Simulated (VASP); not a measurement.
A run of VASP 6.6.1 is set up as follows.

Contents of INCAR:

```
  PREC = Accurate
  ENCUT = 500
  EDIFF = 1E-6
  ISMEAR = 0
  SIGMA = 0.1
  LREAL = F
  LASPH = T
  NELM = 200
  ALGO = Normal
  ISIF = 2
  LWAVE = F
  LCHARG = F
  GGA = PE
  NBANDS = 26
  GGA_COMPAT = F
  LMAXMIX = 6
```

Contents of KPOINTS:

```
Automatic mesh
0
Gamma
  6 6 6
```

File POSCAR:

```
SmPb2
1.0
    5.4103177131     -0.0000000030      0.0000000000
   -2.7051588539      4.6854725836      0.0000000000
    0.0000000000      0.0000000000      3.6637725336
Sm Pb
1 2
Direct
    0.0000000000      0.0000000000      0.0000000000
    0.6666666667      0.3333333333      0.5000000000
    0.3333333333      0.6666666667      0.5000000000
```

Potentials or basis: VASP PAW PBE potentials, release 64 (Sm_3, Pb_d), 4f in core.

Launch:

```sh
$ cat potpaw_PBE.64/Sm_3/POTCAR potpaw_PBE.64/Pb_d/POTCAR > POTCAR
$ mpirun -np 1 vasp_std > vasp.out
```

What does it give for the band gap on the k mesh?

Zero (an odd number of electrons rules out a gap without spin polarisation).

Estimate the pressure.

0.3 GPa.

Stress tensor (GPa, compression positive):
```
0.42 0.00 0.00
0.00 0.42 0.00
0.00 0.00 0.17
```

Caveat: spin-orbit coupling is left out, which moves the levels of the heavy elements; the 4f electrons are frozen in the core, so they carry no moment and show no levels. Spin polarisation is off, so any magnetic state and its effect on volume and gap are missing.
